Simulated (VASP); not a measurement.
Write the native input for VASP 6.6.1 that does the following.

| Quantity | Value |
| --- | --- |
| Task | single point |
| Functional | HSE06 |
| Potentials or basis | VASP PAW PBE potentials, release 64 (Li_sv, F) |
| Cutoff | 520 eV |
| k mesh | 8 × 8 × 8 |
| Occupations | gaussian, width 0.01 eV |
| Spin | no spin polarisation |
| Dipole correction | no |
| Grid for exact exchange (PRECFOCK) | Normal |
| Further INCAR settings | ALGO = Normal; EDIFF = 1e-06; NBANDS = 12 |
| Share of exact exchange | 0.25 |
| Screening parameter | 0.2079 1/Å |

Crystal: LiF.

```
Li F
1.0
     0.00000    2.07467    2.07467
     2.07467    0.00000    2.07467
     2.07467    2.07467    0.00000
Li F
1 1
Direct
  0.00000 0.00000 0.00000
  0.50000 0.50000 0.50000
```

This cell differs from its parent crystal: strain +4.0%.

The input as run:

POSCAR

```
LiF
1.0
    0.0000000000      2.0746666070      2.0746666070
    2.0746666070      0.0000000000      2.0746666070
    2.0746666070      2.0746666070      0.0000000000
Li F
1 1
Direct
    0.0000000000      0.0000000000      0.0000000000
    0.5000000000      0.5000000000      0.5000000000
```

INCAR.step1

```
PREC = Accurate ; ENCUT = 520
EDIFF = 1E-5 ; ISMEAR = 0
SIGMA = 0.01 ; LREAL = False
LASPH = True ; NELM = 80
ALGO = Normal ; ISIF = 2
LWAVE = True ; LCHARG = False
GGA = PE ; NBANDS = 12
```

INCAR.step2

```
PREC = Accurate ; ENCUT = 520
EDIFF = 1E-6 ; ISMEAR = 0
SIGMA = 0.01 ; LREAL = False
LASPH = True ; NELM = 80
ALGO = Normal ; ISIF = 2
LWAVE = False ; LCHARG = False
GGA = PE ; LHFCALC = True
HFSCREEN = 0.2079 ; PRECFOCK = Normal
ISTART = 1 ; NBANDS = 12
```

KPOINTS

```
regular mesh
0
Gamma
  8 8 8
```

Potentials or basis: VASP PAW PBE potentials, release 64 (Li_sv, F).

Launch:

```bash
$ cat potpaw_PBE.64/Li_sv/POTCAR potpaw_PBE.64/F/POTCAR > POTCAR
$ cp INCAR.step1 INCAR
$ mpirun -np 1 vasp_std > vasp.out
$ cp INCAR.step2 INCAR
$ mpirun -np 1 vasp_std > vasp.out
```

Results of the run:

```json
{"Band gap on the k mesh": "10.58 eV"}
```

Caveat: the cell differs from its parent crystal (strain +4.0%).

It took 14 min on 1 thread of Intel(R) Xeon(R) 6975P-C (Granite Rapids), on a shared host, peak memory 0.25 GiB.
